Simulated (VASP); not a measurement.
Runs of VASP 6.6.1 on CsSnI3. The structure is that of space group Pm-3m (No. 221), or close to it. The cells are those of the table. 

```csv
level,cell,k mesh,grid for exact exchange (PRECFOCK),share of exact exchange,screening parameter,gap on the mesh (eV),pressure (GPa)
HSE06,"a = 6.241, b = 6.241, c = 6.179 Å, 5 atoms",2 × 2 × 2,Fast,0.25,0.2079 1/Å,0.78,1.6
r2SCAN,"a = 6.241, b = 6.241, c = 6.179 Å, 5 atoms",4 × 4 × 4,-,-,-,0.43,0.2
HSE06,"a = 6.241, b = 6.241, c = 6.304 Å, 5 atoms",2 × 2 × 2,Fast,0.25,0.2079 1/Å,(b),1.2
r2SCAN,"a = 6.241, b = 6.241, c = 6.304 Å, 5 atoms",4 × 4 × 4,-,-,-,0.50,-0.2
r2SCAN,"a = 6.241, b = 6.241, c = 6.491 Å, 5 atoms",4 × 4 × 4,-,-,-,0.51,(a)
```

Alike in all rows: task single point; potentials or basis VASP PAW PBE potentials, release 64 (Cs_sv, Sn_d, I); no spin polarisation; cutoff (eV) 520; smearing gaussian 0.01 eV.

Estimate the missing entries.

(a) -0.6; (b) 0.85.

Caveats: some runs use coarse meshes; the PAW data sets were made with another functional, which shifts forces and pressure a little; spin-orbit coupling is left out, which moves the levels of the heavy elements; semilocal functionals underestimate gaps, and a narrow one can read as zero (at least some runs).

A k mesh can miss the band edges, and the runs leave out spin-orbit coupling on Cs, I, Sn.
